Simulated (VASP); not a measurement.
Write the native input for VASP 6.6.1 that does the following.

```yaml
Task: single point
Functional: r2SCAN
Potentials_or_basis: VASP PAW PBE potentials, release 64 (Al, P)
Cutoff: 550 eV
k_mesh: 8 × 8 × 8
Occupations: gaussian, width 0.01 eV
Spin: no spin polarisation
Dipole_correction: no
Further_INCAR_settings: ALGO = Normal; EDIFF = 1e-06; NBANDS = 11
```

AlP:

```
CELL_PARAMETERS angstrom
2.71997 2.71997 0.00000
-2.71997 2.71997 0.00000
0.00000 2.71997 2.71997
ATOMIC_POSITIONS crystal
Al 0.00000 0.00000 0.00000
P 0.75000 0.25000 0.50000
```

The input as run:

POSCAR

```
AlP
1.0
    2.7199681729      2.7199681729      0.0000000000
   -2.7199681729      2.7199681729      0.0000000000
    0.0000000000      2.7199681729      2.7199681729
Al P
1 1
Direct
    0.0000000000      0.0000000000      0.0000000000
    0.7500000000      0.2500000000      0.5000000000
```

INCAR.step1

```
ALGO = Normal
EDIFF = 1E-5
ENCUT = 550
GGA = PE
GGA_COMPAT = F
ISMEAR = 0
LASPH = T
LCHARG = F
LREAL = F
LWAVE = T
NBANDS = 11
NELM = 120
PREC = Accurate
SIGMA = 0.01
```

INCAR.step2

```
ALGO = Normal
EDIFF = 1E-6
ENCUT = 550
GGA_COMPAT = F
ISIF = 2
ISMEAR = 0
ISTART = 1
LASPH = T
LCHARG = F
LMIXTAU = T
LREAL = F
LWAVE = F
METAGGA = R2SCAN
NBANDS = 11
NELM = 120
PREC = Accurate
SIGMA = 0.01
```

KPOINTS

```
k-points
0
Gamma
  8 8 8
```

Potentials or basis: VASP PAW PBE potentials, release 64 (Al, P).

Launch:

```console
$ cat potpaw_PBE.64/Al/POTCAR potpaw_PBE.64/P/POTCAR > POTCAR
$ cp INCAR.step1 INCAR
$ mpirun -np 1 vasp_std > vasp.out
$ cp INCAR.step2 INCAR
$ mpirun -np 1 vasp_std > vasp.out
```

Results of the run:

```json
{"Pressure": "1.7 GPa", "Band gap on the k mesh": "1.89 eV, indirect (least direct gap 4.09 eV)"}
```

Caveat: the PAW data sets were made with another functional, which shifts forces and pressure a little.

It took 55 s on 1 thread of Intel(R) Xeon(R) Platinum 8259CL CPU @ 2.50GHz (Skylake/Cascade Lake), on a shared host, peak memory 0.17 GiB.
